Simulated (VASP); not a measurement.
# Fe3Co (P4/mmm) in VASP: single point with r2SCAN

Aim: the single point of Fe3Co with r2SCAN.

All numbers are computed with VASP 6.6.1; they aren't measurements. Logs are shortened: lines on timing, memory, paths and dates and some standing lists are left out, and cuts for length are marked.

## 1. The cell of the first run

The structure is tetragonal, space group P4/mmm (No. 123). Conventional cell: a = 4.024 Å, b = 4.024 Å, c = 2.828 Å, α = 90.00°, β = 90.00°, γ = 90.00°. Within 3.2 Å of Fe (site symmetry 4/mmm) lie 10 Fe at 2.46 to 2.83 Å and 4 Co at 2.85 Å. Fe (site symmetry mmm) has 10 Fe at 2.46 to 2.85 Å and 4 Co at 2.46 Å within 3.2 Å. Co (site symmetry 4/mmm) has 12 Fe at 2.46 to 2.85 Å and 2 Co at 2.83 Å within 3.2 Å.

## 2. Single point, r2SCAN, collinear spin, ferromagnetic start

POSCAR

```
Fe3Co
1.0
    4.0235794450      0.0000000000      0.0000000000
    0.0000000000      4.0235794450      0.0000000000
    0.0000000000      0.0000000000      2.8277051700
Fe Co
3 1
Direct
    0.5000000000      0.5000000000      0.0000000000
    0.5000000000      0.0000000000      0.5000000000
    0.0000000000      0.5000000000      0.5000000000
    0.0000000000      0.0000000000      0.0000000000
```

INCAR.step1

```
SYSTEM = Fe3Co
PREC = Accurate
ENCUT = 520
ISMEAR = 0
SIGMA = 0.1
LREAL = .False.
LASPH = .True.
NELM = 150
ISPIN = 2
MAGMOM = 2.96 3.16 3.16 2.11
LMAXMIX = 4
NBANDS = 28
GGA = PE
ALGO = Normal
EDIFF = 1E-4
LWAVE = .True.
LCHARG = .False.
```

INCAR.step2

```
SYSTEM = Fe3Co
PREC = Accurate
ENCUT = 520
EDIFF = 1E-6
ISMEAR = 0
SIGMA = 0.1
LREAL = .False.
LASPH = .True.
NELM = 150
ALGO = Normal
ISIF = 2
LWAVE = .False.
LCHARG = .False.
ISPIN = 2
MAGMOM = 2.96 3.16 3.16 2.11
LORBIT = 11
LMAXMIX = 4
METAGGA = R2SCAN
LMIXTAU = .True.
NBANDS = 28
ISTART = 1
```

KPOINTS

```
regular mesh
0
Gamma
  8 8 10
  0 0 0
```

Potentials or basis: VASP PAW PBE potentials, release 64 (Fe, Co).

The run is started by

```
$ cat potpaw_PBE.64/Fe/POTCAR potpaw_PBE.64/Co/POTCAR > POTCAR
$ cp INCAR.step1 INCAR
$ mpirun -np 1 vasp_std > vasp.out
$ cp INCAR.step2 INCAR
$ mpirun -np 1 vasp_std > vasp.out
```

OUTCAR:

```text
SYSTEM = Fe3Co
   PREC = Accurate
   ENCUT = 520
   EDIFF = 1E-6
   ISMEAR = 0
   LREAL = .False.
   LASPH = .True.
   NELM = 150
   ISIF = 2
   ISPIN = 2
   LORBIT = 11
   METAGGA = R2SCAN
   ISTART = 1

 ion  position               nearest neighbor table
   1  0.500  0.500  0.000-   2 2.46   3 2.46   2 2.46   3 2.46   2 2.46   2 2.46   3 2.46   3 2.46
                             4 2.85   4 2.85   4 2.85   4 2.85
   2  0.500  0.000  0.500-   1 2.46   4 2.46   1 2.46   4 2.46   1 2.46   1 2.46   4 2.46   4 2.46
                             3 2.85   3 2.85   3 2.85   3 2.85
   3  0.000  0.500  0.500-   1 2.46   4 2.46   1 2.46   4 2.46   4 2.46   4 2.46   1 2.46   1 2.46
                             2 2.85   2 2.85   2 2.85   2 2.85
   4  0.000  0.000  0.000-   2 2.46   3 2.46   2 2.46   3 2.46   3 2.46   3 2.46   2 2.46   2 2.46
                             1 2.85   1 2.85   1 2.85   1 2.85

  LATTYP: Found a simple tetragonal cell.
 ALAT       =     4.0235794450
 C/A-ratio  =     0.7027834814

  Lattice vectors:

 A1 = (   4.0235794450,   0.0000000000,   0.0000000000)
 A2 = (   0.0000000000,   4.0235794450,   0.0000000000)
 A3 = (   0.0000000000,   0.0000000000,   2.8277051700)

Analysis of symmetry for initial positions (statically):
=====================================================================
 Subroutine PRICEL returns:
 Original cell was already a primitive cell.

 Routine SETGRP: Setting up the symmetry group for a
 simple tetragonal supercell.

 Subroutine GETGRP returns: Found 16 space group operations
 (whereof 16 operations were pure point group operations)
 out of a pool of 16 trial point group operations.

The static configuration has the point symmetry D_4h.

Analysis of symmetry for dynamics (positions and initial velocities):
=====================================================================
 Subroutine PRICEL returns:
 Original cell was already a primitive cell.

 Routine SETGRP: Setting up the symmetry group for a
 simple tetragonal supercell.

 Subroutine GETGRP returns: Found 16 space group operations
 (whereof 16 operations were pure point group operations)
 out of a pool of 16 trial point group operations.

The dynamic configuration has the point symmetry D_4h.

Analysis of structural, dynamic, and magnetic symmetry:
=====================================================================
 Subroutine PRICEL returns:
 Original cell was already a primitive cell.

 Routine SETGRP: Setting up the symmetry group for a
 simple tetragonal supercell.

 Subroutine GETGRP returns: Found 16 space group operations
 (whereof 16 operations were pure point group operations)
 out of a pool of 16 trial point group operations.

The overall configuration has the point symmetry D_4h.

 Subroutine INISYM returns: Found 16 space group operations
 (whereof 16 operations are pure point group operations),
 and found     1 'primitive' translations

----------------------------------------------------------------------------------------

                                     Primitive cell

  volume of cell :      45.7783

  direct lattice vectors                    reciprocal lattice vectors
     4.023579445  0.000000000  0.000000000     0.248534921  0.000000000  0.000000000
     0.000000000  4.023579445  0.000000000     0.000000000  0.248534921  0.000000000
     0.000000000  0.000000000  2.827705170     0.000000000  0.000000000  0.353643658

  length of vectors
     4.023579445  4.023579445  2.827705170     0.248534921  0.248534921  0.353643658

  position of ions in fractional coordinates (direct lattice)
     0.500000000  0.500000000  0.000000000
     0.500000000  0.000000000  0.500000000
     0.000000000  0.500000000  0.500000000
     0.000000000  0.000000000  0.000000000

  ion indices of the primitive-cell ions
   primitive index   ion index
                 1           1
                 2           2
                 3           3
                 4           4

----------------------------------------------------------------------------------------

 KPOINTS: regular mesh

Automatic generation of k-mesh.
 Grid dimensions read from file:
 generate k-points for:    8    8   10

 Generating k-lattice:

  Cartesian coordinates                     Fractional coordinates (reciprocal lattice)
     0.031066865  0.000000000  0.000000000     0.125000000  0.000000000  0.000000000
     0.000000000  0.031066865  0.000000000     0.000000000  0.125000000  0.000000000
     0.000000000  0.000000000  0.035364366     0.000000000  0.000000000  0.100000000

  Length of vectors
     0.031066865  0.031066865  0.035364366

  Shift w.r.t. Gamma in fractional coordinates (k-lattice)
     0.000000000  0.000000000  0.000000000

 Subroutine IBZKPT returns following result:
 ===========================================

 Found     90 irreducible k-points:

 Following reciprocal coordinates:
            Coordinates               Weight
  0.000000  0.000000  0.000000      1.000000
  0.125000  0.000000  0.000000      4.000000
  0.250000  0.000000  0.000000      4.000000
  0.375000  0.000000  0.000000      4.000000
  0.500000  0.000000  0.000000      2.000000
  0.125000  0.125000  0.000000      4.000000
[... 16 lines left out ...]
  0.375000  0.125000  0.100000     16.000000
  0.500000  0.125000  0.100000      8.000000
 [... further k-points ...]
   k-points           NKPTS =     90   k-points in BZ     NKDIM =     90   number of bands    NBANDS=     28
   number of dos      NEDOS =    301   number of ions     NIONS =      4
   total plane-waves  NPLWV =  21600
   dimension x,y,z NGX =    30 NGY =   30 NGZ =   24
   dimension x,y,z NGXF=    60 NGYF=   60 NGZF=   48
   ions per type =               3   1
   NGX,Y,Z   is equivalent  to a cutoff of  12.40, 12.40, 14.11 a.u.
   NGXF,Y,Z  is equivalent  to a cutoff of  24.79, 24.79, 28.22 a.u.
 SYSTEM =  Fe3Co
   PREC   = accura    normal or accurate (medium, high low for compatibility)
   ISTART =      1    job   : 0-new  1-cont  2-samecut
   ICHARG =      0    charge: 1-file 2-atom 10-const
   ISPIN  =      2    spin polarized calculation?
   LNONCOLLINEAR =      F non collinear calculations
   LSORBIT =      F    spin-orbit coupling
   LASPH  =      T    aspherical Exc in radial PAW
   ENCUT  =  520.0 eV  38.22 Ry    6.18 a.u.   7.48  7.48  5.26*2*pi/ulx,y,z
   NELM   =    150;   NELMIN=  2; NELMDL=  0     # of ELM steps
   EDIFF  = 0.1E-05   stopping-criterion for ELM
   LREAL  =      F    real-space projection
   EDIFFG = 0.1E-04   stopping-criterion for IOM
   NSW    =      0    number of steps for IOM
   IBRION =     -1    ionic relax: 0-MD 1-quasi-New 2-CG
   NFREE  =      0    steps in history (QN), initial steepest desc. (CG)
   ISIF   =      2    stress and relaxation
   ISYM   =      2    0-nonsym 1-usesym 2-fastsym
   POTIM  = 0.5000    time-step for ionic-motion
   TEBEG  =    0.0;   TEEND  =   0.0 temperature during run
   PSTRESS=    0.0 pullay stress
   NELECT =      33.0000    total number of electrons
   NUPDOWN=      -1.0000    fix difference up-down
   EMIN   =  10.00;   EMAX   =-10.00  energy-range for DOS
   EFERMI =   0.00;   METHOD = LEGACY
   ISMEAR =     0;   SIGMA  =   0.10  broadening in eV -4-tet -1-fermi 0-gaus
   EFERMI_NEDOS =   21; number of points for ismear=-14 and -15
   IALGO  =     38    algorithm
   IMIX   =      4    mixing-type and parameters
     AMIX     =   0.40;   BMIX     =  1.00
     AMIX_MAG =   1.60;   BMIX_MAG =  1.00
  volume/ion in A,a.u.               =      11.44        77.23
  Fermi-wavevector in a.u.,A,eV,Ry     =   1.467888  2.773907 29.316425  2.154696
  Thomas-Fermi vector in A             =   2.583452
   LORBIT       =     11    0 simple, 1 ext, 2 COOP (PROOUT), +10 PAW based schemes
   METAGGA = R2SCAN    functional components
   LHFCALC =     F    Hartree Fock is set to
   AEXX    =    0.0000 exact exchange contribution
   IVDW    =     0    specifies the selected vdW correction
   LEPSILON=     F    determine dielectric tensor
   LRPA    =     F    only Hartree local field effects (RPA)
 spin polarized calculation
 Gauss-broadening in eV      SIGMA  =   0.10
  energy-cutoff  :      520.00
  volume of cell :       45.78
 maximum number of plane-waves:      1255
 NGX is ok and might be reduce to    30
   NGX = 15   NGY = 15   NGZ = 11

 number of electron      33.0000007 magnetization       9.7845019

 Free energy of the ion-electron system (eV)
  ---------------------------------------------------
  ext. energy  EPLUGINS =         0.00000000
  ---------------------------------------------------
  free energy    TOTEN  =       -56.81076255 eV

  energy without entropy =      -56.80580088  energy(sigma->0) =      -56.80828171

 E-fermi :   6.7851     XC(G=0): -14.2316

 val. band max:        6.7716230168   @ k =   0.1250   0.0000   0.5000
 cond. band min:       6.7891982538   @ k =   0.1250   0.1250   0.4000
 fundamental gap:      0.0175752370
 Fermi energy:         6.7851061621

 spin component 1

 k-point     1 :       0.0000    0.0000    0.0000
  band No.  band energies     occupation
      1      -2.0518      1.00000
      2       1.0921      1.00000
      3       1.1760      1.00000
      4       1.2251      1.00000
      5       1.2419      1.00000
      6       2.5738      1.00000
[... 20 lines left out ...]
     27      16.6881      0.00000
     28      16.9248      0.00000

 k-point     2 :       0.1250    0.0000    0.0000
  band No.  band energies     occupation
      1      -1.8873      1.00000
      2       1.1389      1.00000
      3       1.2471      1.00000
      4       1.2727      1.00000
      5       1.3112      1.00000
      6       2.6087      1.00000
[... 674 lines left out ...]
 k-point    24 :       0.5000    0.1250    0.1000
  band No.  band energies     occupation
      1       0.4625      1.00000
      2       0.5608      1.00000
      3       1.9149      1.00000
      4       2.0535      1.00000
      5       2.2600      1.00000
      6       2.3428      1.00000
[... 20 lines left out ...]
     27      18.9253      0.00000
     28      19.1469      0.00000

 [... further k-points ...]

 spin component 2

 k-point     1 :       0.0000    0.0000    0.0000
  band No.  band energies     occupation
      1      -2.6535      1.00000
      2       2.8455      1.00000
      3       2.9085      1.00000
      4       3.8321      1.00000
      5       3.8585      1.00000
      6       5.0638      1.00000
[... 20 lines left out ...]
     27      16.9096      0.00000
     28      17.1622      0.00000

 k-point     2 :       0.1250    0.0000    0.0000
  band No.  band energies     occupation
      1      -2.4835      1.00000
      2       2.6853      1.00000
      3       3.0057      1.00000
      4       3.8857      1.00000
      5       3.9333      1.00000
      6       5.1026      1.00000
[... 674 lines left out ...]
 k-point    24 :       0.5000    0.1250    0.1000
  band No.  band energies     occupation
      1       0.0881      1.00000
      2       0.2937      1.00000
      3       4.0456      1.00000
      4       4.1941      1.00000
      5       4.8317      1.00000
      6       4.9075      1.00000
[... 20 lines left out ...]
     27      19.8367      0.00000
     28      20.1785      0.00000

 [... further k-points ...]

------------------------ aborting loop because EDIFF is reached ----------------------------------------

  FORCE on cell =-STRESS in cart. coord.  units (eV):
  Direction    XX          YY          ZZ          XY          YZ          ZX
  --------------------------------------------------------------------------------------
  -------------------------------------------------------------------------------------
  Total       -0.0019046     -0.0019046      0.2315080      0.0000000     -0.0000000      0.0000000
  in kB       -0.0666600     -0.0666600      8.1024667      0.0000000     -0.0000000      0.0000000
  external PRESSURE =       2.6563822 kB  Pullay stress =       0.0000000 kB

 VOLUME and BASIS-vectors are now :
 -----------------------------------------------------------------------------
  energy-cutoff  :      520.00
  volume of cell :       45.78
      direct lattice vectors                 reciprocal lattice vectors
     4.023579445  0.000000000  0.000000000     0.248534921  0.000000000  0.000000000
     0.000000000  4.023579445  0.000000000     0.000000000  0.248534921  0.000000000
     0.000000000  0.000000000  2.827705170     0.000000000  0.000000000  0.353643658

 POSITION                                       TOTAL-FORCE (eV/Angst)
 -----------------------------------------------------------------------------------
      2.01179      2.01179      0.00000         0.000000      0.000000      0.000000
      2.01179      0.00000      1.41385         0.000000      0.000000      0.000000
      0.00000      2.01179      1.41385         0.000000      0.000000      0.000000
      0.00000      0.00000      0.00000         0.000000      0.000000      0.000000
 -----------------------------------------------------------------------------------
    total drift:                                0.000000      0.000000     -0.000000

  FREE ENERGIE OF THE ION-ELECTRON SYSTEM (eV)
  ---------------------------------------------------
  free  energy   TOTEN  =       -56.8107625470 eV

  energy  without entropy=      -56.8058008751  energy(sigma->0) =      -56.80828171

 total charge

# of ion       s       p       d       tot
------------------------------------------
    1        0.487   0.559   6.227   7.273
    2        0.486   0.565   6.156   7.207
    3        0.486   0.565   6.156   7.207
    4        0.504   0.561   7.209   8.275
--------------------------------------------------
tot          1.963   2.250  25.747  29.961

 magnetization (x)

# of ion       s       p       d       tot
------------------------------------------
    1       -0.008  -0.106   2.731   2.618
    2       -0.003  -0.102   2.904   2.799
    3       -0.003  -0.102   2.904   2.799
    4       -0.021  -0.117   1.953   1.815
--------------------------------------------------
tot         -0.035  -0.426  10.492  10.031
```

It took 20 min on 1 thread of Intel Xeon 8259CL, shared host; peak memory 0.31 GiB.

What came out:

```
Free energy                                           : -56.8108 eV
Pressure                                              : 0.3 GPa
Net moment                                            : 9.78 μB per cell
Site moments                                          : Fe +2.62, +2.80 (each value once); Co +1.81 μB
Valence electrons inside the program's atomic spheres : Fe 7.27, 7.21 (each value once); Co 8.28
```

Levels at points of the mesh, in eV from the Fermi level:
Spin up:
```
           k point  band 19  band 20  band 21  band 22  band 23  band 24
(0.00, 0.00, 0.00)    -0.91    -0.55    -0.55     0.34     0.34     6.73
(0.50, 0.00, 0.00)    -1.91    -1.89    -1.00    -0.59     4.77     4.79
(0.50, 0.50, 0.00)    -1.93    -1.93    -0.75    -0.63    -0.63    -0.58
(0.00, 0.00, 0.50)    -1.94    -1.89    -0.57    -0.52     8.34     8.36
(0.50, 0.00, 0.50)    -1.63    -1.36     1.48     1.64     1.74     1.84
(0.50, 0.50, 0.50)    -0.66    -0.45     0.28     0.39     0.39     0.51
```
Spin down:
```csv
k point,band 9,band 10,band 11,band 12,band 13,band 14,band 15,band 16
"(0.00, 0.00, 0.00)",-0.21,-0.21,-0.20,-0.20,1.68,1.83,1.93,2.36
"(0.50, 0.00, 0.00)",-0.66,-0.60,-0.38,0.46,0.77,1.04,1.26,1.48
"(0.50, 0.50, 0.00)",-0.42,-0.32,-0.32,0.38,0.38,0.39,0.48,0.49
"(0.00, 0.00, 0.50)",-0.61,-0.30,-0.08,-0.08,0.38,0.38,0.83,1.47
"(0.50, 0.00, 0.50)",-1.45,-1.36,-1.13,-1.05,1.37,1.61,1.76,2.10
"(0.50, 0.50, 0.50)",-0.29,-0.15,-0.15,0.00,1.52,1.66,1.91,1.91
```

Caveat: the PAW data sets were made with another functional, which shifts forces and pressure a little.
